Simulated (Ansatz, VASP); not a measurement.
# Ir in VASP and in Ansatz

File POSCAR:

```
Ir
1.0
    0.0000000000      1.9228496764      1.9228496764
    1.9228496764      0.0000000000      1.9228496764
    1.9228496764      1.9228496764      0.0000000000
Ir
1
Direct
    0.0000000000      0.0000000000      0.0000000000
```

The input INCAR.step1:

```
  PREC = Accurate
  ENCUT = 520
  ISMEAR = -1
  SIGMA = 0.1
  LREAL = F
  LASPH = T
  NELM = 80
  NBANDS = 10
  GGA = PE
  ALGO = Normal
  EDIFF = 1E-4
  LWAVE = T
  LCHARG = F
```

INCAR.step2

```
  PREC = Accurate
  ENCUT = 520
  EDIFF = 1E-6
  ISMEAR = -1
  SIGMA = 0.1
  LREAL = F
  LASPH = T
  NELM = 80
  ALGO = Normal
  ISIF = 2
  LWAVE = F
  LCHARG = F
  METAGGA = R2SCAN
  LMIXTAU = T
  NBANDS = 10
  ISTART = 1
```

KPOINTS

```
Automatic mesh
0
Gamma
  20 20 20
```

Input for Ansatz:

```yaml
crystal:
  lattice:
    - [0.0, 1.9228496764, 1.9228496764]
    - [1.9228496764, 0.0, 1.9228496764]
    - [1.9228496764, 1.9228496764, 0.0]
  atoms:
    - { symbol: Ir, position: [0.0, 0.0, 0.0] }
hamiltonian:
  xc: r2scan
  pseudopotentials:
    kind: paw
    azcp:
      Ir: "pseudopotentials/Ir.paw.azcp"
basis:
  ecutwfc: 500
  fft_grid_basis: typed
kpoints:
  mp_grid: { grid: [20, 20, 20], shift: [0, 0, 0] }
magnetization:
  spin_polarized: false
scf:
  occupations: { method: fermi_dirac, width: 0.1 }
  lower_state_search: "off"
output:
  stress: true
```

Alike in both runs: task single point; functional r2SCAN; k mesh 20 × 20 × 20; occupations fermi-dirac, width 0.1 eV; no spin polarisation.

|  | VASP | Ansatz |
| --- | --- | --- |
| version | VASP 6.6.1 | Ansatz 0.2.0 |
| potentials or method | VASP PAW PBE potentials, release 64 (Ir), cutoff 520 eV | plane waves (500 eV) with PAW, scalar-relativistic |
| valence electrons in the cell | 9 | 17 |

```csv
,VASP,Ansatz,Ansatz less VASP
pressure (GPa),2.2,-0.3,-2.47
```

VASP's potentials were made for PBE, not for r2SCAN. With one functional, cell and mesh, what is left measures potentials, basis and numerics. VASP's potentials hold 9 valence electrons a cell and Ansatz's 17, so a difference there can come from the potentials and not from the codes.

Neither program's run includes spin-orbit coupling.
